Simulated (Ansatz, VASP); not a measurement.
## One calculation of Pd, two programs

```xyz
3
Lattice="4.5960 0.0000 0.0000 -2.2980 3.9803 0.0000 0.0000 0.0000 2.7351" Properties=species:S:1:pos:R:3 pbc="T T T"
Pd    0.0000    0.0000    0.0000
Pd    0.0000    2.6535    1.3676
Pd    2.2980    1.3268    1.3676
```

Alike in both runs: task single point; functional PBEsol; k mesh 9 × 9 × 13; occupations fermi-dirac, width 0.1 eV; no spin polarisation.

|  | VASP | Ansatz |
| --- | --- | --- |
| version | VASP 6.6.1 | Ansatz 0.2.0 |
| potentials or method | VASP PAW PBE potentials, release 64 (Pd), cutoff 520 eV | plane waves (420 eV) with PAW, scalar-relativistic |
| valence electrons in the cell | 30 | 54 |

```csv
,VASP,Ansatz,Ansatz less VASP
pressure (GPa),-16.1,-15.9,+0.23
"traceless stress, the component that is largest in VASP (GPa)",0.19,0.16,-0.029
```

VASP's potentials were made for PBE, not for PBEsol, and Ansatz warns of the same on its side. VASP's potentials hold 30 valence electrons a cell and Ansatz's 54, so a difference there can come from the potentials and not from the codes.
